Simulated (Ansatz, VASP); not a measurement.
**GaAs: VASP beside Ansatz**

Contents of INCAR:

```
PREC = Accurate
ENCUT = 520
EDIFF = 1E-8
ISMEAR = -1
SIGMA = 0.08
LREAL = F
LASPH = T
NELM = 60
ALGO = Normal
ISIF = 2
LWAVE = F
LCHARG = F
GGA = PS
LEFG = T
NBANDS = 16
```

Contents of KPOINTS:

```
regular mesh
0
Gamma
  10 10 10
```

File POSCAR:

```
GaAs
1.0
    0.0000000000      2.8268500000      2.8268500000
    2.8268500000      0.0000000000      2.8268500000
    2.8268500000      2.8268500000      0.0000000000
Ga As
1 1
Direct
    0.0000000000      0.0000000000      0.0000000000
    0.7500000000      0.7500000000      0.7500000000
```

Input for Ansatz:

```yaml
crystal:
  lattice:
    - [0.0, 2.82685, 2.82685]
    - [2.82685, 0.0, 2.82685]
    - [2.82685, 2.82685, 0.0]
  atoms:
    - { symbol: Ga, position: [0.0, 0.0, 0.0] }
    - { symbol: As, position: [0.75, 0.75, 0.75] }
kpoints:
  mp_grid: { grid: [10, 10, 10] }
  band_path:
    path:
      - [0.0, 0.0, 0.0]
      - [-0.5, -0.5, 0.0]
      - [-0.375, -0.375, 0.25]
      - [-0.375, 0.0, 0.375]
      - [0.0, 0.0, 0.0]
      - [0.0, 0.0, 0.5]
      - [-0.5, -0.25, 0.25]
      - [-0.5, -0.5, 0.0]
    npoints: 5
scf:
  occupations: { method: fermi_dirac, width: 0.08 }
hamiltonian:
  xc: pbesol
  pseudopotentials: { kind: paw }
output:
  forces: true
  stress: true
  eigenvalues: true
  efg: { contact_densities: true }
```

Alike in both runs: task electric field gradients; functional PBEsol; k mesh 10 × 10 × 10; occupations fermi-dirac, width 0.08 eV; no spin polarisation.

|  | VASP | Ansatz |
| --- | --- | --- |
| version | VASP 6.6.1 | Ansatz 0.2.0 |
| potentials or method | VASP PAW PBE potentials, release 64 (Ga_d, As) | PAW with Ansatz's default frozen-core files, scalar-relativistic |
| plane-wave cutoff (eV) | 520 | 420 |
| valence electrons in the cell | 18 | 28 |

```tsv
	VASP	Ansatz	Ansatz less VASP
pressure (GPa)	0.4	0.2	-0.16
```

VASP's potentials were made for PBE, not for PBEsol. The functional is the same, so the differences come from potentials, cutoffs and numerics. VASP's potentials hold 18 valence electrons a cell and Ansatz's 28, so a difference there can come from the potentials and not from the codes.
